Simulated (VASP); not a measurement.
# SnTe (Fm-3m) in VASP: notebook

The runs below take SnTe through single point, with r2SCAN, PBE.

All numbers are computed with VASP 6.6.1; they aren't measurements. Logs are shortened: lines on timing, memory, paths and dates and some standing lists are left out, and cuts for length are marked.

**1. The cell of the first run**

The structure is cubic, space group Fm-3m (No. 225). The conventional cell has a = 6.504 Å, b = 6.504 Å, c = 6.504 Å, α = 90.00°, β = 90.00°, γ = 90.00°. Within 4.3 Å of Sn (site symmetry m-3m) lie 6 Te at 3.25 Å. Within 4.3 Å of Te (site symmetry m-3m) lie 6 Sn at 3.25 Å.

**2. Single point, r2SCAN (volume changed by +6%)**

File POSCAR:

```
SnTe
1.0
    0.0000000000      3.2518821143      3.2518821143
    3.2518821143      0.0000000000      3.2518821143
    3.2518821143      3.2518821143      0.0000000000
Sn Te
1 1
Direct
    0.0000000000      0.0000000000      0.0000000000
    0.5000000000      0.5000000000      0.5000000000
```

File INCAR.step1:

```
  PREC = Accurate
  ENCUT = 520
  ISMEAR = -1
  SIGMA = 0.02
  LREAL = False
  LASPH = True
  NELM = 80
  NBANDS = 17
  GGA = PE
  ALGO = Normal
  EDIFF = 1E-4
  LWAVE = True
  LCHARG = False
```

File INCAR.step2:

```
  PREC = Accurate
  ENCUT = 520
  EDIFF = 1E-6
  ISMEAR = -1
  SIGMA = 0.02
  LREAL = False
  LASPH = True
  NELM = 80
  ALGO = Normal
  ISIF = 2
  LWAVE = False
  LCHARG = False
  METAGGA = R2SCAN
  LMIXTAU = True
  NBANDS = 17
  ISTART = 1
```

File KPOINTS:

```
Automatic mesh
0
Gamma
  6 6 6
```

Potentials or basis: VASP PAW PBE potentials, release 64 (Sn_d, Te).

Launch:

```
cat potpaw_PBE.64/Sn_d/POTCAR potpaw_PBE.64/Te/POTCAR > POTCAR
cp INCAR.step1 INCAR
mpirun -np 1 vasp_std > vasp.out
cp INCAR.step2 INCAR
mpirun -np 1 vasp_std > vasp.out
```

OUTCAR:

```text
PREC = Accurate
   ENCUT = 520
   EDIFF = 1E-6
   ISMEAR = -1
   LREAL = False
   LASPH = True
   NELM = 80
   ISIF = 2
   METAGGA = R2SCAN
   ISTART = 1

 ion  position               nearest neighbor table
   1  0.000  0.000  0.000-   2 3.25   2 3.25   2 3.25   2 3.25   2 3.25   2 3.25
   2  0.500  0.500  0.500-   1 3.25   1 3.25   1 3.25   1 3.25   1 3.25   1 3.25

  LATTYP: Found a face centered cubic cell.
 ALAT       =     6.5037642286

  Lattice vectors:

 A1 = (   0.0000000000,   3.2518821143,   3.2518821143)
 A2 = (   3.2518821143,   0.0000000000,   3.2518821143)
 A3 = (   3.2518821143,   3.2518821143,   0.0000000000)

Analysis of symmetry for initial positions (statically):
=====================================================================
 Subroutine PRICEL returns:
 Original cell was already a primitive cell.

 Routine SETGRP: Setting up the symmetry group for a
 face centered cubic supercell.

 Subroutine GETGRP returns: Found 48 space group operations
 (whereof 48 operations were pure point group operations)
 out of a pool of 48 trial point group operations.

The static configuration has the point symmetry O_h .

Analysis of symmetry for dynamics (positions and initial velocities):
=====================================================================
 Subroutine PRICEL returns:
 Original cell was already a primitive cell.

 Routine SETGRP: Setting up the symmetry group for a
 face centered cubic supercell.

 Subroutine GETGRP returns: Found 48 space group operations
 (whereof 48 operations were pure point group operations)
 out of a pool of 48 trial point group operations.

The dynamic configuration has the point symmetry O_h .

 Subroutine INISYM returns: Found 48 space group operations
 (whereof 48 operations are pure point group operations),
 and found     1 'primitive' translations

----------------------------------------------------------------------------------------

                                     Primitive cell

  volume of cell :      68.7756

  direct lattice vectors                    reciprocal lattice vectors
     0.000000000  3.251882114  3.251882114    -0.153757111  0.153757111  0.153757111
     3.251882114  0.000000000  3.251882114     0.153757111 -0.153757111  0.153757111
     3.251882114  3.251882114  0.000000000     0.153757111  0.153757111 -0.153757111

  length of vectors
     4.598855789  4.598855789  4.598855789     0.266315129  0.266315129  0.266315129

  position of ions in fractional coordinates (direct lattice)
     0.000000000  0.000000000  0.000000000
     0.500000000  0.500000000  0.500000000

  ion indices of the primitive-cell ions
   primitive index   ion index
                 1           1
                 2           2

----------------------------------------------------------------------------------------

 KPOINTS: Automatic mesh

Automatic generation of k-mesh.
 Grid dimensions read from file:
 generate k-points for:    6    6    6

 Generating k-lattice:

  Cartesian coordinates                     Fractional coordinates (reciprocal lattice)
    -0.025626185  0.025626185  0.025626185     0.166666667  0.000000000  0.000000000
     0.025626185 -0.025626185  0.025626185     0.000000000  0.166666667  0.000000000
     0.025626185  0.025626185 -0.025626185     0.000000000  0.000000000  0.166666667

  Length of vectors
     0.044385855  0.044385855  0.044385855

  Shift w.r.t. Gamma in fractional coordinates (k-lattice)
     0.000000000  0.000000000  0.000000000

 Subroutine IBZKPT returns following result:
 ===========================================

 Found     16 irreducible k-points:

 Following reciprocal coordinates:
            Coordinates               Weight
  0.000000  0.000000  0.000000      1.000000
  0.166667  0.000000  0.000000      8.000000
  0.333333  0.000000  0.000000      8.000000
  0.500000  0.000000  0.000000      4.000000
  0.166667  0.166667  0.000000      6.000000
  0.333333  0.166667  0.000000     24.000000
[... 8 lines left out ...]
 -0.333333  0.333333  0.166667     24.000000
 -0.333333  0.500000  0.166667     12.000000
   k-points           NKPTS =     16   k-points in BZ     NKDIM =     16   number of bands    NBANDS=     17
   number of dos      NEDOS =    301   number of ions     NIONS =      2
   total plane-waves  NPLWV =  46656
   dimension x,y,z NGX =    36 NGY =   36 NGZ =   36
   dimension x,y,z NGXF=    72 NGYF=   72 NGZF=   72
   ions per type =               1   1
   NGX,Y,Z   is equivalent  to a cutoff of  13.01, 13.01, 13.01 a.u.
   NGXF,Y,Z  is equivalent  to a cutoff of  26.03, 26.03, 26.03 a.u.
 SYSTEM =  unknown system
   PREC   = accura    normal or accurate (medium, high low for compatibility)
   ISTART =      1    job   : 0-new  1-cont  2-samecut
   ICHARG =      0    charge: 1-file 2-atom 10-const
   ISPIN  =      1    spin polarized calculation?
   LNONCOLLINEAR =      F non collinear calculations
   LSORBIT =      F    spin-orbit coupling
   LASPH  =      T    aspherical Exc in radial PAW
   ENCUT  =  520.0 eV  38.22 Ry    6.18 a.u.   8.55  8.55  8.55*2*pi/ulx,y,z
   NELM   =     80;   NELMIN=  2; NELMDL=  0     # of ELM steps
   EDIFF  = 0.1E-05   stopping-criterion for ELM
   LREAL  =      F    real-space projection
   EDIFFG = 0.1E-04   stopping-criterion for IOM
   NSW    =      0    number of steps for IOM
   IBRION =     -1    ionic relax: 0-MD 1-quasi-New 2-CG
   NFREE  =      0    steps in history (QN), initial steepest desc. (CG)
   ISIF   =      2    stress and relaxation
   ISYM   =      2    0-nonsym 1-usesym 2-fastsym
   POTIM  = 0.5000    time-step for ionic-motion
   TEBEG  =    0.0;   TEEND  =   0.0 temperature during run
   PSTRESS=    0.0 pullay stress
   NELECT =      20.0000    total number of electrons
   NUPDOWN=      -1.0000    fix difference up-down
   EMIN   =  10.00;   EMAX   =-10.00  energy-range for DOS
   EFERMI =   0.00;   METHOD = LEGACY
   ISMEAR =    -1;   SIGMA  =   0.02  broadening in eV -4-tet -1-fermi 0-gaus
   EFERMI_NEDOS =   21; number of points for ismear=-14 and -15
   IALGO  =     38    algorithm
   IMIX   =      4    mixing-type and parameters
     AMIX     =   0.40;   BMIX     =  1.00
     AMIX_MAG =   1.60;   BMIX_MAG =  1.00
  volume/ion in A,a.u.               =      34.39       232.06
[... 48 lines left out ...]
      2     -16.8785      2.00000
      3     -16.8722      2.00000
      4     -16.8715      2.00000
      5     -16.8715      2.00000
      6      -6.7223      2.00000
[... 9 lines left out ...]
     16      11.5444      0.00000
     17      14.3500      0.00000

 k-point     3 :       0.3333    0.0000    0.0000
  band No.  band energies     occupation
      1     -16.8803      2.00000
      2     -16.8803      2.00000
      3     -16.8716      2.00000
      4     -16.8691      2.00000
      5     -16.8691      2.00000
      6      -6.1862      2.00000
[... 9 lines left out ...]
     16      13.0186      0.00000
     17      16.4589      0.00000

 k-point     4 :       0.5000    0.0000    0.0000
  band No.  band energies     occupation
      1     -16.8813      2.00000
      2     -16.8813      2.00000
      3     -16.8712      2.00000
      4     -16.8678      2.00000
      5     -16.8678      2.00000
      6      -5.8068      2.00000
[... 9 lines left out ...]
     16      14.9427      0.00000
     17      14.9427      0.00000

 k-point     5 :       0.1667    0.1667    0.0000
  band No.  band energies     occupation
      1     -16.8804      2.00000
      2     -16.8769      2.00000
      3     -16.8731      2.00000
      4     -16.8707      2.00000
      5     -16.8707      2.00000
      6      -6.6544      2.00000
[... 9 lines left out ...]
     16      12.3510      0.00000
     17      13.1810      0.00000

 k-point     6 :       0.3333    0.1667    0.0000
  band No.  band energies     occupation
      1     -16.8826      2.00000
      2     -16.8775      2.00000
      3     -16.8728      2.00000
      4     -16.8691      2.00000
      5     -16.8685      2.00000
      6      -6.2297      2.00000
[... 9 lines left out ...]
     16      13.8190      0.00000
     17      14.9803      0.00000

 k-point     7 :       0.5000    0.1667    0.0000
  band No.  band energies     occupation
      1     -16.8832      2.00000
      2     -16.8794      2.00000
      3     -16.8711      2.00000
      4     -16.8684      2.00000
      5     -16.8673      2.00000
      6      -5.7567      2.00000
[... 9 lines left out ...]
     16      15.0816      0.00000
     17      15.4931      0.00000

 k-point     8 :      -0.3333    0.1667    0.0000
  band No.  band energies     occupation
      1     -16.8814      2.00000
      2     -16.8806      2.00000
      3     -16.8706      2.00000
      4     -16.8686      2.00000
      5     -16.8685      2.00000
      6      -5.8796      2.00000
[... 9 lines left out ...]
     16      14.1700      0.00000
     17      15.8393      0.00000

 k-point     9 :      -0.1667    0.1667    0.0000
  band No.  band energies     occupation
      1     -16.8801      2.00000
      2     -16.8790      2.00000
      3     -16.8718      2.00000
      4     -16.8706      2.00000
      5     -16.8695      2.00000
      6      -6.4010      2.00000
[... 9 lines left out ...]
     16      13.5687      0.00000
     17      13.8177      0.00000

 k-point    10 :       0.3333    0.3333    0.0000
  band No.  band energies     occupation
      1     -16.8864      2.00000
      2     -16.8753      2.00000
      3     -16.8744      2.00000
      4     -16.8671      2.00000
      5     -16.8671      2.00000
      6      -5.9814      2.00000
[... 9 lines left out ...]
     16      14.9361      0.00000
     17      15.3435      0.00000

 k-point    11 :       0.5000    0.3333    0.0000
  band No.  band energies     occupation
      1     -16.8875      2.00000
      2     -16.8760      2.00000
      3     -16.8736      2.00000
      4     -16.8664      2.00000
      5     -16.8660      2.00000
      6      -5.6354      2.00000
[... 9 lines left out ...]
     16      15.6826      0.00000
     17      15.9941      0.00000

 k-point    12 :      -0.3333    0.3333    0.0000
  band No.  band energies     occupation
      1     -16.8849      2.00000
      2     -16.8784      2.00000
      3     -16.8709      2.00000
      4     -16.8681      2.00000
      5     -16.8669      2.00000
      6      -5.5731      2.00000
[... 9 lines left out ...]
     16      13.9023      0.00000
     17      15.9423      0.00000

 k-point    13 :       0.5000    0.5000    0.0000
  band No.  band energies     occupation
      1     -16.8898      2.00000
      2     -16.8750      2.00000
      3     -16.8745      2.00000
      4     -16.8652      2.00000
      5     -16.8651      2.00000
      6      -5.5625      2.00000
[... 9 lines left out ...]
     16      16.5892      0.00000
     17      16.8828      0.00000

 k-point    14 :       0.5000    0.3333    0.1667
  band No.  band energies     occupation
      1     -16.8845      2.00000
      2     -16.8778      2.00000
      3     -16.8722      2.00000
      4     -16.8681      2.00000
      5     -16.8671      2.00000
      6      -5.8241      2.00000
[... 9 lines left out ...]
     16      14.5194      0.00000
     17      15.0591      0.00000

 k-point    15 :      -0.3333    0.3333    0.1667
  band No.  band energies     occupation
      1     -16.8847      2.00000
      2     -16.8786      2.00000
      3     -16.8702      2.00000
      4     -16.8696      2.00000
      5     -16.8661      2.00000
      6      -5.5728      2.00000
[... 9 lines left out ...]
     16      15.9411      0.00000
     17      16.1513      0.00000

 k-point    16 :      -0.3333    0.5000    0.1667
  band No.  band energies     occupation
      1     -16.8871      2.00000
      2     -16.8767      2.00000
      3     -16.8726      2.00000
      4     -16.8677      2.00000
      5     -16.8651      2.00000
      6      -5.5060      2.00000
[... 9 lines left out ...]
     16      15.9225      0.00000
     17      17.1434      0.00000

------------------------ aborting loop because EDIFF is reached ----------------------------------------

  FORCE on cell =-STRESS in cart. coord.  units (eV):
  Direction    XX          YY          ZZ          XY          YZ          ZX
  --------------------------------------------------------------------------------------
  -------------------------------------------------------------------------------------
  Total       -0.9883486     -0.9883486     -0.9883486      0.0000000      0.0000000     -0.0000000
  in kB      -23.0242967    -23.0242967    -23.0242967      0.0000000      0.0000000     -0.0000000
  external PRESSURE =     -23.0242967 kB  Pullay stress =       0.0000000 kB

 VOLUME and BASIS-vectors are now :
 -----------------------------------------------------------------------------
  energy-cutoff  :      520.00
  volume of cell :       68.78
      direct lattice vectors                 reciprocal lattice vectors
     0.000000000  3.251882114  3.251882114    -0.153757111  0.153757111  0.153757111
     3.251882114  0.000000000  3.251882114     0.153757111 -0.153757111  0.153757111
     3.251882114  3.251882114  0.000000000     0.153757111  0.153757111 -0.153757111

 POSITION                                       TOTAL-FORCE (eV/Angst)
 -----------------------------------------------------------------------------------
      0.00000      0.00000      0.00000         0.000000      0.000000      0.000000
      3.25188      3.25188      3.25188         0.000000      0.000000     -0.000000
 -----------------------------------------------------------------------------------
    total drift:                               -0.000000      0.000000      0.000000

  FREE ENERGIE OF THE ION-ELECTRON SYSTEM (eV)
  ---------------------------------------------------
  free  energy   TOTEN  =       -50.6551898438 eV

  energy  without entropy=      -50.6551840877  energy(sigma->0) =      -50.65518697
```

Wall time 62 s (1 thread of Intel Xeon 6975P-C, shared host); peak memory 0.22 GiB.

What came out:

* Free energy: -50.6552 eV
* Pressure: -2.3 GPa
* Band gap on the k mesh: 0.31 eV, direct

Levels at points of the mesh, in eV from the valence-band top:
```
           k point  band 7  band 8  band 9  band 10  band 11  band 12  band 13  band 14
(0.00, 0.00, 0.00)   -4.97   -2.07   -2.07    -2.07     3.37     3.37     3.37     5.29
(0.50, 0.00, 0.00)   -8.16   -1.73   -1.73     0.00     0.31     0.57     0.57     8.12
(0.50, 0.50, 0.00)   -6.56   -5.16   -3.50    -3.50     2.83     4.79     4.79     6.13
```

Caveat: the cell differs from its parent crystal (volume changed by +6%); the PAW data sets were made with another functional, which shifts forces and pressure a little; spin-orbit coupling is left out, which moves the levels of the heavy elements. A k mesh can miss the band edges.

**3. Single point, PBE**

This run uses another cell than the first one, of 32.44 Å³/atom, 0.943 times its volume.

File INCAR:

```
SYSTEM = SnTe
PREC     = Accurate       ! precision mode
ENCUT    = 520            ! plane-wave cutoff, eV
EDIFF    = 1E-6           ! SCF threshold, eV
ISMEAR   = -1             ! smearing method
SIGMA    = 0.02           ! smearing width, eV
LREAL    = .FALSE.        ! projectors in reciprocal space
LASPH    = .TRUE.         ! aspherical terms in the spheres
NELM     = 80             ! most SCF steps
ALGO     = Normal         ! electronic algorithm
ISIF     = 2              ! what is computed and relaxed
LWAVE    = .FALSE.        ! write WAVECAR
LCHARG   = .TRUE.         ! write CHGCAR
GGA      = PE             ! functional
LELF     = .TRUE.         ! ELF
LVHAR    = .TRUE.       
NBANDS   = 17             ! bands
```

File KPOINTS:

```
regular mesh
0
G
  8 8 8
  0 0 0
```

File POSCAR:

```
SnTe
1.0
    0.0000000000      3.1893303446      3.1893303446
    3.1893303446      0.0000000000      3.1893303446
    3.1893303446      3.1893303446      0.0000000000
Sn Te
1 1
Direct
    0.0000000000      0.0000000000      0.0000000000
    0.5000000000      0.5000000000      0.5000000000
```

Potentials or basis: VASP PAW PBE potentials, release 64 (Sn_d, Te).

Launch:

```
cat potpaw_PBE.64/Sn_d/POTCAR potpaw_PBE.64/Te/POTCAR > POTCAR
mpirun -np 1 vasp_std > vasp.out
```

Wall time 33 s (1 thread of Intel Xeon 6975P-C, shared host); peak memory 0.22 GiB.

It converged, with:

| Property | Result |
| --- | --- |
| Free energy | -7.5619 eV |
| Pressure | 0.6 GPa |
| Band gap on the k mesh | 0.01 eV, direct |

Levels at points of the mesh, in eV from the valence-band top:
```csv
k point,band 7,band 8,band 9,band 10,band 11,band 12,band 13,band 14
"(0.00, 0.00, 0.00)",-4.84,-2.07,-2.07,-2.07,3.25,3.25,3.25,4.79
"(0.50, 0.00, 0.00)",-8.17,-1.74,-1.74,0.00,0.01,0.40,0.40,7.67
"(0.50, 0.50, 0.00)",-6.47,-5.35,-3.59,-3.59,2.29,4.72,4.72,6.10
```

Caveat: spin-orbit coupling is left out, which moves the levels of the heavy elements. A k mesh can miss the band edges.

**4. Single point, r2SCAN**

This run uses another cell than the first one, of 32.44 Å³/atom, 0.943 times its volume.

POSCAR is that of step 3.

File INCAR.step1:

```
SYSTEM = SnTe
PREC = Accurate
ENCUT = 520
ISMEAR = -1
SIGMA = 0.02
LREAL = .FALSE.
LASPH = .TRUE.
NELM = 80
NBANDS = 17
GGA = PE
ALGO = Normal
EDIFF = 1E-4
LWAVE = .TRUE.
LCHARG = .FALSE.
```

File INCAR.step2:

```
SYSTEM = SnTe
PREC = Accurate
ENCUT = 520
EDIFF = 1E-7
ISMEAR = -1
SIGMA = 0.02
LREAL = .FALSE.
LASPH = .TRUE.
NELM = 80
ALGO = Normal
ISIF = 2
LWAVE = .FALSE.
LCHARG = .TRUE.
METAGGA = R2SCAN
LMIXTAU = .TRUE.
LELF = .TRUE.
LVHAR = .TRUE.
NBANDS = 17
ISTART = 1
```

KPOINTS is that of step 3.

Launch:

```
cat potpaw_PBE.64/Sn_d/POTCAR potpaw_PBE.64/Te/POTCAR > POTCAR
cp INCAR.step1 INCAR
mpirun -np 1 vasp_std > vasp.out
cp INCAR.step2 INCAR
mpirun -np 1 vasp_std > vasp.out
```

It took 2.2 min on 1 thread of Intel Xeon 6975P-C, shared host; peak memory 0.23 GiB.

The run converged. Its results:

```yaml
Free_energy: -50.6863 eV
Pressure: -0.1 GPa
Band_gap_on_the_k_mesh: 0.14 eV, direct
```

Levels at points of the mesh, in eV from the valence-band top:
```
           k point  band 8  band 9  band 10  band 11  band 12  band 13
(0.00, 0.00, 0.00)   -2.38   -2.38    -2.38     3.36     3.36     3.36
(0.50, 0.00, 0.00)   -2.02   -2.02     0.00     0.14     0.34     0.34
(0.50, 0.50, 0.00)   -5.71   -3.93    -3.93     2.47     4.94     4.94
```

Caveat: the PAW data sets were made with another functional, which shifts forces and pressure a little; spin-orbit coupling is left out, which moves the levels of the heavy elements.

**5. Overview**

```csv
level,cell,k mesh,gap on the mesh (eV),pressure (GPa)
r2SCAN,"a = 4.599 Å, angles 60.0°, 2 atoms",6 × 6 × 6,0.31,-2.3
PBE,"a = 4.510 Å, angles 60.0°, 2 atoms",8 × 8 × 8,0.01,0.6
r2SCAN,"a = 4.510 Å, angles 60.0°, 2 atoms",8 × 8 × 8,0.14,-0.1
```

Alike in all rows: task single point; potentials or basis VASP PAW PBE potentials, release 64 (Sn_d, Te); no spin polarisation; cutoff (eV) 520; smearing fermi-dirac 0.02 eV.

Caveats: spin-orbit coupling is left out, which moves the levels of the heavy elements; the PAW data sets were made with another functional, which shifts forces and pressure a little (some runs).

Total energies depend on the potentials used, so only differences within one code and one set of settings carry meaning.
